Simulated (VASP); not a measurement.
# P (Fm-3m) in VASP: further runs

P is run at these levels: PBE; tasks: single point, relaxation of cell and atoms.

Everything below comes from runs of VASP 6.6.1. Logs are shortened: lines on timing, memory, paths and dates and some standing lists are left out, and cuts for length are marked.

## Step 1: The cell of the first run

The structure is cubic, space group Fm-3m (No. 225). The conventional cell has a = 3.867 Å, b = 3.867 Å, c = 3.867 Å, α = 90.00°, β = 90.00°, γ = 90.00°. P (site symmetry m-3m) has 12 P at 2.73 Å within 3.6 Å.

## Step 2: Single point, PBE

INCAR

```
  ALGO = Normal
  EDIFF = 1E-7
  ENCUT = 520
  GGA = PE
  ISIF = 2
  ISMEAR = 0
  LASPH = T
  LCHARG = T
  LELF = T
  LREAL = F
  LVHAR = T
  LWAVE = F
  NBANDS = 8
  NELM = 80
  PREC = Accurate
  SIGMA = 0.05
```

KPOINTS

```
k-points
0
Gamma
  10 10 10
```

POSCAR

```
P
1.0
    0.0000000000      1.9332800289      1.9332800289
    1.9332800289      0.0000000000      1.9332800289
    1.9332800289      1.9332800289      0.0000000000
P
1
Direct
    0.0000000000      0.0000000000      0.0000000000
```

Potentials or basis: VASP PAW PBE potentials, release 64 (P).

Command:

```
$ cat potpaw_PBE.64/P/POTCAR > POTCAR
$ mpirun -np 1 vasp_std > vasp.out
```

OUTCAR:

```text
EDIFF = 1E-7
   ENCUT = 520
   GGA = PE
   ISIF = 2
   ISMEAR = 0
   LASPH = T
   LREAL = F
   NELM = 80
   PREC = Accurate

 ion  position               nearest neighbor table
   1  0.000  0.000  0.000-

  LATTYP: Found a face centered cubic cell.
 ALAT       =     3.8665600578

  Lattice vectors:

 A1 = (   0.0000000000,   1.9332800289,   1.9332800289)
 A2 = (   1.9332800289,   0.0000000000,   1.9332800289)
 A3 = (   1.9332800289,   1.9332800289,   0.0000000000)

Analysis of symmetry for initial positions (statically):
=====================================================================
 Subroutine PRICEL returns:
 Original cell was already a primitive cell.

 Routine SETGRP: Setting up the symmetry group for a
 face centered cubic supercell.

 Subroutine GETGRP returns: Found 48 space group operations
 (whereof 48 operations were pure point group operations)
 out of a pool of 48 trial point group operations.

The static configuration has the point symmetry O_h .

Analysis of symmetry for dynamics (positions and initial velocities):
=====================================================================
 Subroutine PRICEL returns:
 Original cell was already a primitive cell.

 Routine SETGRP: Setting up the symmetry group for a
 face centered cubic supercell.

 Subroutine GETGRP returns: Found 48 space group operations
 (whereof 48 operations were pure point group operations)
 out of a pool of 48 trial point group operations.

The dynamic configuration has the point symmetry O_h .

 Subroutine INISYM returns: Found 48 space group operations
 (whereof 48 operations are pure point group operations),
 and found     1 'primitive' translations

----------------------------------------------------------------------------------------

                                     Primitive cell

  volume of cell :      14.4515

  direct lattice vectors                    reciprocal lattice vectors
     0.000000000  1.933280029  1.933280029    -0.258627820  0.258627820  0.258627820
     1.933280029  0.000000000  1.933280029     0.258627820 -0.258627820  0.258627820
     1.933280029  1.933280029  0.000000000     0.258627820  0.258627820 -0.258627820

  length of vectors
     2.734070837  2.734070837  2.734070837     0.447956525  0.447956525  0.447956525

  position of ions in fractional coordinates (direct lattice)
     0.000000000  0.000000000  0.000000000

  ion indices of the primitive-cell ions
   primitive index   ion index
                 1           1

[... 70 lines left out ...]
   NELM   =     80;   NELMIN=  2; NELMDL= -5     # of ELM steps
   EDIFF  = 0.1E-06   stopping-criterion for ELM
   LREAL  =      F    real-space projection
   EDIFFG = 0.1E-05   stopping-criterion for IOM
   NSW    =      0    number of steps for IOM
   IBRION =     -1    ionic relax: 0-MD 1-quasi-New 2-CG
   NFREE  =      0    steps in history (QN), initial steepest desc. (CG)
   ISIF   =      2    stress and relaxation
   ISYM   =      2    0-nonsym 1-usesym 2-fastsym
   POTIM  = 0.5000    time-step for ionic-motion
   TEBEG  =    0.0;   TEEND  =   0.0 temperature during run
   PSTRESS=    0.0 pullay stress
   NELECT =       5.0000    total number of electrons
   NUPDOWN=      -1.0000    fix difference up-down
   EMIN   =  10.00;   EMAX   =-10.00  energy-range for DOS
   EFERMI =   0.00;   METHOD = LEGACY
   ISMEAR =     0;   SIGMA  =   0.05  broadening in eV -4-tet -1-fermi 0-gaus
   EFERMI_NEDOS =   21; number of points for ismear=-14 and -15
   IALGO  =     38    algorithm
   IMIX   =      4    mixing-type and parameters
     AMIX     =   0.40;   BMIX     =  1.00
     AMIX_MAG =   1.60;   BMIX_MAG =  1.00
  volume/ion in A,a.u.               =      14.45        97.52
  Fermi-wavevector in a.u.,A,eV,Ry     =   1.149282  2.171829 17.971254  1.320850
  Thomas-Fermi vector in A             =   2.285953
   LORBIT       =      0    0 simple, 1 ext, 2 COOP (PROOUT), +10 PAW based schemes
   GGA     = PE    functional components
   LHFCALC =     F    Hartree Fock is set to
   AEXX    =    0.0000 exact exchange contribution
   IVDW    =     0    specifies the selected vdW correction
   LEPSILON=     F    determine dielectric tensor
   LRPA    =     F    only Hartree local field effects (RPA)
 non-spin polarized calculation
 Gauss-broadening in eV      SIGMA  =   0.05
  energy-cutoff  :      520.00
  volume of cell :       14.45
 maximum number of plane-waves:       396
   NGX = 11   NGY = 11   NGZ = 11

 number of electron       4.9999999 magnetization

 Free energy of the ion-electron system (eV)
  ---------------------------------------------------
  ext. energy  EPLUGINS =         0.00000000
  ---------------------------------------------------
  free energy    TOTEN  =        -4.52489176 eV

  energy without entropy =       -4.52425590  energy(sigma->0) =       -4.52457383

 E-fermi :   9.8062     XC(G=0): -11.5129

 val. band max:        9.7235538062   @ k =   0.5000   0.4000   0.1000
 cond. band min:       9.8246129442   @ k =  -0.2000   0.1000   0.0000
 fundamental gap:      0.1010591380
 Fermi energy:         9.8062023857

 k-point     1 :       0.0000    0.0000    0.0000
  band No.  band energies     occupation
      1      -6.5273      2.00000
      2      16.7161      0.00000
      3      16.7161      0.00000
      4      16.7161      0.00000
      5      21.3169      0.00000
      6      21.3169      0.00000
      7      21.3169      0.00000
      8      27.5876      0.00000
[... 243 lines left out ...]
 k-point    24 :       0.4000    0.3000    0.0000
  band No.  band energies     occupation
      1      -1.8333      2.00000
      2       7.9743      2.00000
      3       9.9385      0.00018
      4      11.4491      0.00000
      5      15.7328      0.00000
      6      17.6486      0.00000
      7      28.9989      0.00000
      8      30.2718      0.00000

 [... further k-points ...]
[... 5 lines left out ...]
  --------------------------------------------------------------------------------------
  -------------------------------------------------------------------------------------
  Total       -0.0170992     -0.0170992     -0.0170992     -0.0000000     -0.0000000      0.0000000
  in kB       -1.8957131     -1.8957131     -1.8957131     -0.0000000     -0.0000000      0.0000000
  external PRESSURE =      -1.8957131 kB  Pullay stress =       0.0000000 kB

 VOLUME and BASIS-vectors are now :
 -----------------------------------------------------------------------------
  energy-cutoff  :      520.00
  volume of cell :       14.45
      direct lattice vectors                 reciprocal lattice vectors
     0.000000000  1.933280029  1.933280029    -0.258627820  0.258627820  0.258627820
     1.933280029  0.000000000  1.933280029     0.258627820 -0.258627820  0.258627820
     1.933280029  1.933280029  0.000000000     0.258627820  0.258627820 -0.258627820

 POSITION                                       TOTAL-FORCE (eV/Angst)
 -----------------------------------------------------------------------------------
      0.00000      0.00000      0.00000        -0.000000     -0.000000     -0.000000
 -----------------------------------------------------------------------------------
    total drift:                                0.000000      0.000000     -0.000000

  FREE ENERGIE OF THE ION-ELECTRON SYSTEM (eV)
  ---------------------------------------------------
  free  energy   TOTEN  =        -4.5248917572 eV

  energy  without entropy=       -4.5242558988  energy(sigma->0) =       -4.52457383
```

stdout:

```text
POSCAR found type information on POSCAR P
 POSCAR found :  1 types and       1 ions
 scaLAPACK will be used
 LDA part: xc-table for (Slater+PW92), standard interpolation
 POSCAR, INCAR and KPOINTS ok, starting setup
 FFT: planning ... GRIDC
 FFT: planning ... GRID_SOFT
 FFT: planning ... GRID
 WAVECAR not read
 entering main loop
```

Run time: 2.1 s. Hardware: 1 thread of AMD EPYC 9R45 (Zen 5), shared host; peak memory 0.09 GiB.

What came out:

```yaml
Free_energy: -4.5249 eV
Pressure: -0.2 GPa
```

Levels at points of the mesh, in eV from the Fermi level:
| k point | band 1 | band 2 | band 3 | band 4 | band 5 | band 6 | band 7 |
| --- | --- | --- | --- | --- | --- | --- | --- |
| (0.00, 0.00, 0.00) | -16.33 | 6.91 | 6.91 | 6.91 | 11.51 | 11.51 | 11.51 |
| (0.50, 0.00, 0.00) | -10.46 | -8.01 | 4.92 | 4.92 | 10.57 | 10.57 | 10.79 |
| (0.50, 0.50, 0.00) | -7.80 | -6.67 | 0.76 | 0.76 | 4.43 | 5.09 | 23.12 |

## Step 3: Relaxation of cell and atoms, PBE

INCAR

```
SYSTEM = P
PREC = Accurate ; ENCUT = 600
EDIFF = 1E-7 ; ISMEAR = 0
SIGMA = 0.05 ; LREAL = .False.
LASPH = .True. ; NELM = 80
ALGO = Normal ; ISIF = 3
LWAVE = .False. ; LCHARG = .False.
GGA = PE ; IBRION = 2
NSW = 80 ; EDIFFG = -0.01
```

KPOINTS

```
regular mesh
0
Gamma
  10 10 10
  0 0 0
```

POSCAR is that of step 2.

Potentials or basis: VASP PAW PBE potentials, release 64 (P).

Command:

```
$ cat potpaw_PBE.64/P/POTCAR > POTCAR
$ mpirun -np 1 vasp_std > vasp.out
```

OUTCAR:

```text
SYSTEM = P
   PREC = Accurate
   ENCUT = 600
   EDIFF = 1E-7
   ISMEAR = 0
   LREAL = .False.
   LASPH = .True.
   NELM = 80
   ISIF = 3
   GGA = PE
   IBRION = 2
   NSW = 80
   EDIFFG = -0.01

 ion  position               nearest neighbor table
   1  0.000  0.000  0.000-

  LATTYP: Found a face centered cubic cell.
 ALAT       =     3.8665600578

  Lattice vectors:

 A1 = (   0.0000000000,   1.9332800289,   1.9332800289)
 A2 = (   1.9332800289,   0.0000000000,   1.9332800289)
 A3 = (   1.9332800289,   1.9332800289,   0.0000000000)

Analysis of symmetry for initial positions (statically):
=====================================================================
 Subroutine PRICEL returns:
 Original cell was already a primitive cell.

 Routine SETGRP: Setting up the symmetry group for a
 face centered cubic supercell.

 Subroutine GETGRP returns: Found 48 space group operations
 (whereof 48 operations were pure point group operations)
 out of a pool of 48 trial point group operations.

The static configuration has the point symmetry O_h .

Analysis of symmetry for dynamics (positions and initial velocities):
=====================================================================
 Subroutine PRICEL returns:
 Original cell was already a primitive cell.

 Routine SETGRP: Setting up the symmetry group for a
 face centered cubic supercell.

 Subroutine GETGRP returns: Found 48 space group operations
 (whereof 48 operations were pure point group operations)
 out of a pool of 48 trial point group operations.

The dynamic configuration has the point symmetry O_h .

 Subroutine INISYM returns: Found 48 space group operations
 (whereof 48 operations are pure point group operations),
 and found     1 'primitive' translations

----------------------------------------------------------------------------------------

                                     Primitive cell

  volume of cell :      14.4515

  direct lattice vectors                    reciprocal lattice vectors
     0.000000000  1.933280029  1.933280029    -0.258627820  0.258627820  0.258627820
     1.933280029  0.000000000  1.933280029     0.258627820 -0.258627820  0.258627820
     1.933280029  1.933280029  0.000000000     0.258627820  0.258627820 -0.258627820

  length of vectors
     2.734070837  2.734070837  2.734070837     0.447956525  0.447956525  0.447956525

  position of ions in fractional coordinates (direct lattice)
     0.000000000  0.000000000  0.000000000

  ion indices of the primitive-cell ions
   primitive index   ion index
                 1           1

----------------------------------------------------------------------------------------

 KPOINTS: regular mesh

Automatic generation of k-mesh.
 Grid dimensions read from file:
 generate k-points for:   10   10   10
[... 87 lines left out ...]
  Thomas-Fermi vector in A             =   2.285953
   LORBIT       =      0    0 simple, 1 ext, 2 COOP (PROOUT), +10 PAW based schemes
   GGA     = PE    functional components
   LHFCALC =     F    Hartree Fock is set to
   AEXX    =    0.0000 exact exchange contribution
   IVDW    =     0    specifies the selected vdW correction
   LEPSILON=     F    determine dielectric tensor
   LRPA    =     F    only Hartree local field effects (RPA)
 conjugate gradient relaxation of ions
 non-spin polarized calculation
 Gauss-broadening in eV      SIGMA  =   0.05
  energy-cutoff  :      600.00
  volume of cell :       14.45
 maximum number of plane-waves:       531
 NGX is ok and might be reduce to    24
   NGX = 11   NGY = 11   NGZ = 11

--------------------------------------- Ionic step        1  -------------------------------------------

 number of electron       5.0000000 magnetization

 Free energy of the ion-electron system (eV)
  ---------------------------------------------------
  ext. energy  EPLUGINS =         0.00000000
  ---------------------------------------------------
  free energy    TOTEN  =        -4.52495146 eV

  energy without entropy =       -4.52431560  energy(sigma->0) =       -4.52463353

------------------------ aborting loop because EDIFF is reached ----------------------------------------

  FORCE on cell =-STRESS in cart. coord.  units (eV):
  Direction    XX          YY          ZZ          XY          YZ          ZX
  --------------------------------------------------------------------------------------
  -------------------------------------------------------------------------------------
  Total       -0.0156128     -0.0156128     -0.0156128     -0.0000000      0.0000000      0.0000000
  in kB       -1.7309239     -1.7309239     -1.7309239     -0.0000000      0.0000000      0.0000000
  external PRESSURE =      -1.7309239 kB  Pullay stress =       0.0000000 kB

 VOLUME and BASIS-vectors are now :
 -----------------------------------------------------------------------------
  energy-cutoff  :      600.00
  volume of cell :       14.45
      direct lattice vectors                 reciprocal lattice vectors
     0.000000000  1.933280029  1.933280029    -0.258627820  0.258627820  0.258627820
     1.933280029  0.000000000  1.933280029     0.258627820 -0.258627820  0.258627820
     1.933280029  1.933280029  0.000000000     0.258627820  0.258627820 -0.258627820

 POSITION                                       TOTAL-FORCE (eV/Angst)
 -----------------------------------------------------------------------------------
      0.00000      0.00000      0.00000         0.000000      0.000000      0.000000
 -----------------------------------------------------------------------------------
    total drift:                               -0.000000      0.000000     -0.000000

  FREE ENERGIE OF THE ION-ELECTRON SYSTEM (eV)
  ---------------------------------------------------
  free  energy   TOTEN  =        -4.5249514631 eV

  energy  without entropy=       -4.5243156029  energy(sigma->0) =       -4.52463353

--------------------------------------- Ionic step        2  -------------------------------------------

 number of electron       5.0000001 magnetization

 Free energy of the ion-electron system (eV)
  ---------------------------------------------------
  ext. energy  EPLUGINS =         0.00000000
  ---------------------------------------------------
  free energy    TOTEN  =        -4.52496063 eV

  energy without entropy =       -4.52433776  energy(sigma->0) =       -4.52464920

 E-fermi :   9.8400     XC(G=0): -11.5229

 val. band max:        9.7531300315   @ k =   0.5000   0.4000   0.1000
 cond. band min:       9.8586462540   @ k =  -0.2000   0.1000   0.0000
 fundamental gap:      0.1055162225
 Fermi energy:         9.8399586868

 k-point     1 :       0.0000    0.0000    0.0000
  band No.  band energies     occupation
      1      -6.5184      2.00000
      2      16.7693      0.00000
      3      16.7693      0.00000
      4      16.7693      0.00000
      5      21.3533      0.00000
      6      21.3533      0.00000
[... 199 lines left out ...]
 k-point    24 :       0.4000    0.3000    0.0000
  band No.  band energies     occupation
      1      -1.8156      2.00000
      2       8.0107      2.00000
      3       9.9684      0.00028
      4      11.4854      0.00000
      5      15.7624      0.00000
      6      17.6863      0.00000

 [... further k-points ...]
[... 5 lines left out ...]
  --------------------------------------------------------------------------------------
  -------------------------------------------------------------------------------------
  Total        0.0067431      0.0067431      0.0067431     -0.0000000     -0.0000000      0.0000000
  in kB        0.7492654      0.7492654      0.7492654     -0.0000000     -0.0000000      0.0000000
  external PRESSURE =       0.7492654 kB  Pullay stress =       0.0000000 kB

 VOLUME and BASIS-vectors are now :
 -----------------------------------------------------------------------------
  energy-cutoff  :      600.00
  volume of cell :       14.42
      direct lattice vectors                 reciprocal lattice vectors
    -0.000000000  1.931823874  1.931823874    -0.258822767  0.258822767  0.258822767
     1.931823874 -0.000000000  1.931823874     0.258822767 -0.258822767  0.258822767
     1.931823874  1.931823874  0.000000000     0.258822767  0.258822767 -0.258822767

 POSITION                                       TOTAL-FORCE (eV/Angst)
 -----------------------------------------------------------------------------------
      0.00000      0.00000      0.00000         0.000000      0.000000      0.000000
 -----------------------------------------------------------------------------------
    total drift:                               -0.000000      0.000000     -0.000000

  FREE ENERGIE OF THE ION-ELECTRON SYSTEM (eV)
  ---------------------------------------------------
  free  energy   TOTEN  =        -4.5249606273 eV

  energy  without entropy=       -4.5243377637  energy(sigma->0) =       -4.52464920

 reached required accuracy - stopping structural energy minimisation
```

OSZICAR:

```text
N       E                     dE             d eps       ncg     rms          rms(c)
DAV:   1     0.369488321962E+01    0.36949E+01   -0.23447E+03   576   0.688E+02
DAV:   2    -0.443805069234E+01   -0.81329E+01   -0.78230E+01   786   0.743E+01
DAV:   3    -0.453421507705E+01   -0.96164E-01   -0.96164E-01   690   0.919E+00
DAV:   4    -0.453442526737E+01   -0.21019E-03   -0.21019E-03   822   0.430E-01
DAV:   5    -0.453442576939E+01   -0.50203E-06   -0.50122E-06   684   0.131E-02    0.403E+00
DAV:   6    -0.452768726846E+01    0.67385E-02   -0.46175E-03   684   0.471E-01    0.233E+00
DAV:   7    -0.452494867926E+01    0.27386E-02   -0.77646E-03   600   0.617E-01    0.111E-01
DAV:   8    -0.452495154218E+01   -0.28629E-05   -0.72615E-05   840   0.805E-02    0.192E-02
DAV:   9    -0.452495146310E+01    0.79085E-07   -0.49021E-07   696   0.741E-03
   1 F= -.45249515E+01 E0= -.45246335E+01  d E =-.452495E+01
       N       E                     dE             d eps       ncg     rms          rms(c)
DAV:   1    -0.452498811142E+01   -0.36569E-04   -0.10852E-03   588   0.220E-01    0.371E-02
DAV:   2    -0.452496890504E+01    0.19206E-04   -0.15667E-05   702   0.399E-02    0.197E-02
DAV:   3    -0.452496022232E+01    0.86827E-05   -0.17781E-05   588   0.279E-02    0.466E-03
DAV:   4    -0.452496036356E+01   -0.14124E-06   -0.59001E-08   588   0.272E-03    0.314E-03
DAV:   5    -0.452496062723E+01   -0.26366E-06   -0.69216E-09   360   0.913E-04    0.109E-04
DAV:   6    -0.452496062730E+01   -0.73328E-10   -0.31701E-10   336   0.204E-04
   2 F= -.45249606E+01 E0= -.45246492E+01  d E =-.916420E-05
```

CONTCAR:

```text
P
   1.00000000000000
    -0.0000000000000000    1.9318238737665769    1.9318238737665769
     1.9318238737665769   -0.0000000000000000    1.9318238737665769
     1.9318238737665769    1.9318238737665769    0.0000000000000000
  P
     1
Direct
     0.0000000000000000    0.0000000000000000    0.0000000000000000

  0.00000000E+00  0.00000000E+00  0.00000000E+00
```

Run time: 3.3 s. Hardware: 1 thread of AMD EPYC 9R45 (Zen 5), shared host; peak memory 0.1 GiB.

What came out:

* Free energy: -4.5250 eV
* Relaxed volume: 14.42 Å³/atom
* Relaxed cell: a = 2.732 Å, b = 2.732 Å, c = 2.732 Å, α = 60.00°, β = 60.00°, γ = 60.00°
* Space group after relaxing (to 0.05 Å): Fm-3m (No. 225)
* Energy gained by relaxing: 0.0 meV/atom
* Ionic steps: 2
* Pressure after relaxing: 0.1 GPa

Final structure:
```
P
1.0
     0.00000    1.93182    1.93182
     1.93182    0.00000    1.93182
     1.93182    1.93182    0.00000
P
1
Direct
  0.00000 0.00000 0.00000
```

Levels at points of the mesh, in eV from the Fermi level:
```csv
k point,band 1,band 2,band 3,band 4,band 5,band 6
"(0.00, 0.00, 0.00)",-16.36,6.93,6.93,6.93,11.51,11.51
"(0.50, 0.00, 0.00)",-10.46,-8.03,4.93,4.93,10.57,10.57
"(0.50, 0.50, 0.00)",-7.80,-6.69,0.76,0.76,4.42,5.09
```
